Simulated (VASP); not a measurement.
# Ca4AlO (P-6m2) in VASP: notebook

Runs on Ca4AlO. Level: PBE. Tasks: single point, relaxation of cell and atoms.

Program: VASP 6.6.1. These are calculated values, not measurements. Logs are shortened: lines on timing, memory, paths and dates and some standing lists are left out, and cuts for length are marked.

## (1) The cell of the first run

The structure is hexagonal, space group P-6m2 (No. 187). The conventional cell has a = 8.643 Å, b = 8.643 Å, c = 3.342 Å, α = 90.00°, β = 90.00°, γ = 120.00°. Ca (site symmetry -6m2) has 8 Ca at 3.34 to 3.57 Å within 4.4 Å. Within 3.4 Å of Ca (site symmetry mm2) lie 2 O at 2.48 Å and 4 Ca at 3.17 to 3.34 Å. Al (site symmetry -6m2) has 2 Al at 3.34 Å within 4.4 Å. Within 3.4 Å of O (site symmetry -6m2) lie 6 Ca at 2.48 Å and 2 O at 3.34 Å.

The cell was built from a structure type or drawn by symmetry, and may not be a known phase.

## (2) Single point, PBE

The input, INCAR:

```
SYSTEM = Ca4AlO
  PREC = Accurate
  ENCUT = 520
  EDIFF = 1E-7
  ISMEAR = 0
  SIGMA = 0.1
  LREAL = .False.
  LASPH = .True.
  NELM = 60
  ALGO = Normal
  ISIF = 2
  LWAVE = .False.
  LCHARG = .False.
  GGA = PE
  NBANDS = 34
```

The input, KPOINTS:

```
regular mesh
0
Gamma
  6 6 12
  0 0 0
```

The input, POSCAR:

```
Ca4AlO
1.0
    8.6428851548      0.0000000000      0.0000000000
   -4.3214425774      7.4849581060      0.0000000000
    0.0000000000      0.0000000000      3.3418776047
Ca Al O
4 1 1
Direct
    0.3333333333      0.6666666667      0.0000000000
    0.1223998348      0.2447996695      0.5000000000
    0.7552003305      0.8776001652      0.5000000000
    0.1223998348      0.8776001652      0.5000000000
    0.6666666667      0.3333333333      0.0000000000
    0.0000000000      0.0000000000      0.0000000000
```

Potentials or basis: VASP PAW PBE potentials, release 64 (Ca_sv, Al, O).

Started as:

```sh
$ cat potpaw_PBE.64/Ca_sv/POTCAR potpaw_PBE.64/Al/POTCAR potpaw_PBE.64/O/POTCAR > POTCAR
$ mpirun -np 1 vasp_std > vasp.out
```

OUTCAR:

```text
SYSTEM = Ca4AlO
   PREC = Accurate
   ENCUT = 520
   EDIFF = 1E-7
   ISMEAR = 0
   LREAL = .False.
   LASPH = .True.
   NELM = 60
   ISIF = 2
   GGA = PE

 ion  position               nearest neighbor table
   1  0.333  0.667  0.000-
   2  0.122  0.245  0.500-   6 2.48   6 2.48   3 3.17   4 3.17
   3  0.755  0.878  0.500-   6 2.48   6 2.48   2 3.17   4 3.17
   4  0.122  0.878  0.500-   6 2.48   6 2.48   2 3.17   3 3.17
   5  0.667  0.333  0.000-
   6  0.000  0.000  0.000-   2 2.48   2 2.48   3 2.48   3 2.48   4 2.48   4 2.48

  LATTYP: Found a hexagonal cell.
 ALAT       =     8.6428851548
 C/A-ratio  =     0.3866622713

  Lattice vectors:

 A1 = (   8.6428851548,   0.0000000000,   0.0000000000)
 A2 = (  -4.3214425774,   7.4849581060,   0.0000000000)
 A3 = (   0.0000000000,   0.0000000000,   3.3418776047)

Analysis of symmetry for initial positions (statically):
=====================================================================
 Subroutine PRICEL returns:
 Original cell was already a primitive cell.

 Routine SETGRP: Setting up the symmetry group for a
 hexagonal supercell.

 Subroutine GETGRP returns: Found 12 space group operations
 (whereof 12 operations were pure point group operations)
 out of a pool of 24 trial point group operations.

The static configuration has the point symmetry D_3h.

Analysis of symmetry for dynamics (positions and initial velocities):
=====================================================================
 Subroutine PRICEL returns:
 Original cell was already a primitive cell.

 Routine SETGRP: Setting up the symmetry group for a
 hexagonal supercell.

 Subroutine GETGRP returns: Found 12 space group operations
 (whereof 12 operations were pure point group operations)
 out of a pool of 24 trial point group operations.

The dynamic configuration has the point symmetry D_3h.

 Subroutine INISYM returns: Found 12 space group operations
 (whereof 12 operations are pure point group operations),
 and found     1 'primitive' translations

----------------------------------------------------------------------------------------

                                     Primitive cell

  volume of cell :     216.1915

  direct lattice vectors                    reciprocal lattice vectors
     8.642885155  0.000000000  0.000000000     0.115702104  0.066800641  0.000000000
    -4.321442577  7.484958106  0.000000000     0.000000000  0.133601282  0.000000000
     0.000000000  0.000000000  3.341877605     0.000000000  0.000000000  0.299232982

  length of vectors
     8.642885155  8.642885155  3.341877605     0.133601282  0.133601282  0.299232982

  position of ions in fractional coordinates (direct lattice)
     0.333333333  0.666666667  0.000000000
     0.122399835  0.244799669  0.500000000
     0.755200331  0.877600165  0.500000000
     0.122399835  0.877600165  0.500000000
     0.666666667  0.333333333  0.000000000
     0.000000000  0.000000000  0.000000000

  ion indices of the primitive-cell ions
   primitive index   ion index
                 1           1
                 2           2
                 3           3
                 4           4
                 5           5
                 6           6

----------------------------------------------------------------------------------------

 KPOINTS: regular mesh

Automatic generation of k-mesh.
 Grid dimensions read from file:
 generate k-points for:    6    6   12

 Generating k-lattice:

  Cartesian coordinates                     Fractional coordinates (reciprocal lattice)
     0.019283684  0.011133440  0.000000000     0.166666667  0.000000000  0.000000000
     0.000000000  0.022266880  0.000000000     0.000000000  0.166666667  0.000000000
     0.000000000  0.000000000  0.024936082     0.000000000  0.000000000  0.083333333

  Length of vectors
     0.022266880  0.022266880  0.024936082

  Shift w.r.t. Gamma in fractional coordinates (k-lattice)
     0.000000000  0.000000000  0.000000000

 Subroutine IBZKPT returns following result:
 ===========================================

 Found     49 irreducible k-points:

 Following reciprocal coordinates:
            Coordinates               Weight
  0.000000  0.000000  0.000000      1.000000
  0.166667 -0.000000  0.000000      6.000000
  0.333333  0.000000  0.000000      6.000000
  0.500000  0.000000  0.000000      3.000000
  0.166667  0.166667  0.000000      6.000000
  0.333333  0.166667  0.000000     12.000000
[... 16 lines left out ...]
  0.166667 -0.000000  0.250000     12.000000
  0.333333  0.000000  0.250000     12.000000
 [... further k-points ...]
   k-points           NKPTS =     49   k-points in BZ     NKDIM =     49   number of bands    NBANDS=     34
   number of dos      NEDOS =    301   number of ions     NIONS =      6
   total plane-waves  NPLWV = 114688
   dimension x,y,z NGX =    64 NGY =   64 NGZ =   28
   dimension x,y,z NGXF=   128 NGYF=  128 NGZF=   56
   ions per type =               4   1   1
   NGX,Y,Z   is equivalent  to a cutoff of  12.31, 12.31, 13.93 a.u.
   NGXF,Y,Z  is equivalent  to a cutoff of  24.62, 24.62, 27.86 a.u.
 SYSTEM =  Ca4AlO
   PREC   = accura    normal or accurate (medium, high low for compatibility)
   ISTART =      0    job   : 0-new  1-cont  2-samecut
   ICHARG =      2    charge: 1-file 2-atom 10-const
   ISPIN  =      1    spin polarized calculation?
   LNONCOLLINEAR =      F non collinear calculations
   LSORBIT =      F    spin-orbit coupling
   LASPH  =      T    aspherical Exc in radial PAW
   ENCUT  =  520.0 eV  38.22 Ry    6.18 a.u.  16.07 16.07  6.21*2*pi/ulx,y,z
   NELM   =     60;   NELMIN=  2; NELMDL= -5     # of ELM steps
   EDIFF  = 0.1E-06   stopping-criterion for ELM
   LREAL  =      F    real-space projection
   EDIFFG = 0.1E-05   stopping-criterion for IOM
   NSW    =      0    number of steps for IOM
   IBRION =     -1    ionic relax: 0-MD 1-quasi-New 2-CG
   NFREE  =      0    steps in history (QN), initial steepest desc. (CG)
   ISIF   =      2    stress and relaxation
   ISYM   =      2    0-nonsym 1-usesym 2-fastsym
   POTIM  = 0.5000    time-step for ionic-motion
   TEBEG  =    0.0;   TEEND  =   0.0 temperature during run
   PSTRESS=    0.0 pullay stress
   NELECT =      49.0000    total number of electrons
   NUPDOWN=      -1.0000    fix difference up-down
   EMIN   =  10.00;   EMAX   =-10.00  energy-range for DOS
   EFERMI =   0.00;   METHOD = LEGACY
   ISMEAR =     0;   SIGMA  =   0.10  broadening in eV -4-tet -1-fermi 0-gaus
   EFERMI_NEDOS =   21; number of points for ismear=-14 and -15
   IALGO  =     38    algorithm
   IMIX   =      4    mixing-type and parameters
     AMIX     =   0.40;   BMIX     =  1.00
     AMIX_MAG =   1.60;   BMIX_MAG =  1.00
  volume/ion in A,a.u.               =      36.03       243.16
  Fermi-wavevector in a.u.,A,eV,Ry     =   0.998146  1.886222 13.555416  0.996295
  Thomas-Fermi vector in A             =   2.130350
   LORBIT       =      0    0 simple, 1 ext, 2 COOP (PROOUT), +10 PAW based schemes
   GGA     = PE    functional components
   LHFCALC =     F    Hartree Fock is set to
   AEXX    =    0.0000 exact exchange contribution
   IVDW    =     0    specifies the selected vdW correction
   LEPSILON=     F    determine dielectric tensor
   LRPA    =     F    only Hartree local field effects (RPA)
 non-spin polarized calculation
 Gauss-broadening in eV      SIGMA  =   0.10
  energy-cutoff  :      520.00
  volume of cell :      216.19
 maximum number of plane-waves:      5875
   NGX = 33   NGY = 33   NGZ = 13

 number of electron      49.0000005 magnetization

 Free energy of the ion-electron system (eV)
  ---------------------------------------------------
  ext. energy  EPLUGINS =         0.00000000
  ---------------------------------------------------
  free energy    TOTEN  =       -17.88111387 eV

  energy without entropy =      -17.85412101  energy(sigma->0) =      -17.86761744

 E-fermi :   1.9264     XC(G=0):  -7.6014

 val. band max:        1.9159408713   @ k =   0.3333   0.0000   0.4167
 cond. band min:       1.9310185280   @ k =   0.5000   0.0000   0.0833
 fundamental gap:      0.0150776567
 Fermi energy:         1.9264177053

 k-point     1 :       0.0000    0.0000    0.0000
  band No.  band energies     occupation
      1     -40.5062      2.00000
      2     -40.4572      2.00000
      3     -40.4572      2.00000
      4     -39.9168      2.00000
      5     -21.8586      2.00000
      6     -21.6167      2.00000
[... 26 lines left out ...]
     33       3.7475      0.00000
     34       4.7032      0.00000

 k-point     2 :       0.1667   -0.0000    0.0000
  band No.  band energies     occupation
      1     -40.5062      2.00000
      2     -40.4573      2.00000
      3     -40.4572      2.00000
      4     -39.9168      2.00000
      5     -21.8598      2.00000
      6     -21.6163      2.00000
[... 26 lines left out ...]
     33       3.8966      0.00000
     34       4.4036      0.00000

 k-point     3 :       0.3333    0.0000    0.0000
  band No.  band energies     occupation
      1     -40.5060      2.00000
      2     -40.4574      2.00000
      3     -40.4572      2.00000
      4     -39.9168      2.00000
      5     -21.8623      2.00000
      6     -21.6155      2.00000
[... 26 lines left out ...]
     33       3.9881      0.00000
     34       4.1667      0.00000
[... 704 lines left out ...]
 k-point    23 :       0.1667   -0.0000    0.2500
  band No.  band energies     occupation
      1     -40.4883      2.00000
      2     -40.4409      2.00000
      3     -40.4409      2.00000
      4     -39.9001      2.00000
      5     -21.7916      2.00000
      6     -21.5941      2.00000
[... 26 lines left out ...]
     33       4.1155      0.00000
     34       4.2172      0.00000

 k-point    24 :       0.3333    0.0000    0.2500
  band No.  band energies     occupation
      1     -40.4882      2.00000
      2     -40.4410      2.00000
      3     -40.4409      2.00000
      4     -39.9001      2.00000
      5     -21.7910      2.00000
      6     -21.5938      2.00000
[... 26 lines left out ...]
     33       3.8741      0.00000
     34       4.0844      0.00000

 [... further k-points ...]

------------------------ aborting loop because EDIFF is reached ----------------------------------------

  FORCE on cell =-STRESS in cart. coord.  units (eV):
  Direction    XX          YY          ZZ          XY          YZ          ZX
  --------------------------------------------------------------------------------------
  -------------------------------------------------------------------------------------
  Total       -0.0012913     -0.0012913      0.0703157      0.0000000     -0.0000000      0.0000000
  in kB       -0.0095695     -0.0095695      0.5211035      0.0000000     -0.0000000      0.0000000
  external PRESSURE =       0.1673215 kB  Pullay stress =       0.0000000 kB

 VOLUME and BASIS-vectors are now :
 -----------------------------------------------------------------------------
  energy-cutoff  :      520.00
  volume of cell :      216.19
      direct lattice vectors                 reciprocal lattice vectors
     8.642885155  0.000000000  0.000000000     0.115702104  0.066800641  0.000000000
    -4.321442577  7.484958106  0.000000000     0.000000000  0.133601282  0.000000000
     0.000000000  0.000000000  3.341877605     0.000000000  0.000000000  0.299232982

 POSITION                                       TOTAL-FORCE (eV/Angst)
 -----------------------------------------------------------------------------------
     -0.00000      4.98997      0.00000        -0.000000     -0.000000     -0.000000
      0.00000      1.83232      1.67094        -0.000000      0.027603     -0.000000
      2.73461      6.56880      1.67094        -0.023905     -0.013801      0.000000
     -2.73461      6.56880      1.67094         0.023905     -0.013801      0.000000
      4.32144      2.49499      0.00000         0.000000     -0.000000     -0.000000
      0.00000      0.00000      0.00000        -0.000000     -0.000000     -0.000000
 -----------------------------------------------------------------------------------
    total drift:                               -0.000001      0.000001     -0.000000

  FREE ENERGIE OF THE ION-ELECTRON SYSTEM (eV)
  ---------------------------------------------------
  free  energy   TOTEN  =       -17.8811138669 eV

  energy  without entropy=      -17.8541210140  energy(sigma->0) =      -17.86761744
```

It took 5 min on 1 thread of AMD EPYC 9R45 (Zen 5), shared host; peak memory 0.5 GiB.

What came out:

| Quantity | Value |
| --- | --- |
| Free energy | -17.8811 eV |
| Pressure | 0.0 GPa |
| Largest force | 0.028 eV/Å |
| Band gap on the k mesh | zero (an odd number of electrons rules out a gap without spin polarisation) |

Forces in eV/Å, atoms in the order of the input:
```
Ca   0.000  0.000  0.000
Ca   0.000  0.028  0.000
Ca  -0.024 -0.014  0.000
Ca   0.024 -0.014  0.000
Al   0.000  0.000  0.000
O    0.000  0.000  0.000
```

Caveat: an odd number of electrons without spin polarisation forces a metal; a magnetic or distorted state may lie lower.

[end of part 1 of 2]
